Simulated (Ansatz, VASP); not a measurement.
## Hf: VASP beside Ansatz

```
Hf
1.0
     0.00000    2.22000    2.15340
     2.22000    0.00000    2.15340
     2.22000    2.22000    0.00000
Hf
1
Direct
  0.00000 0.00000 0.00000
```

Change from the starting cell: strain -0.0300 x Voigt [0, 0, 1, 0, 0, 0], atoms carried along.

Alike in both runs: task single point; functional PBE; k mesh 18 × 18 × 18; occupations gaussian, width 0.15 eV; no spin polarisation.

```csv
,VASP,Ansatz
version,VASP 6.6.1,Ansatz 0.2.0
potentials or method,"VASP PAW PBE potentials, release 64 (Hf_pv), cutoff 520 eV","scalar-relativistic, plane waves, PAW"
valence electrons in the cell,10,26
```

```tsv
	VASP	Ansatz	Ansatz less VASP
gap on the k mesh at the Fermi level (eV)	none	none	-
pressure (GPa)	6.4	6.8	+0.46
traceless stress, the component that is largest in VASP (GPa)	1.15	1.13	-0.014
```

A gap of «none» marks a metal or a gap that the smearing closes. With one functional, cell and mesh, what is left measures potentials, basis and numerics. VASP's potentials hold 10 valence electrons a cell and Ansatz's 26, so a difference there can come from the potentials and not from the codes.

Spin-orbit coupling is off throughout.
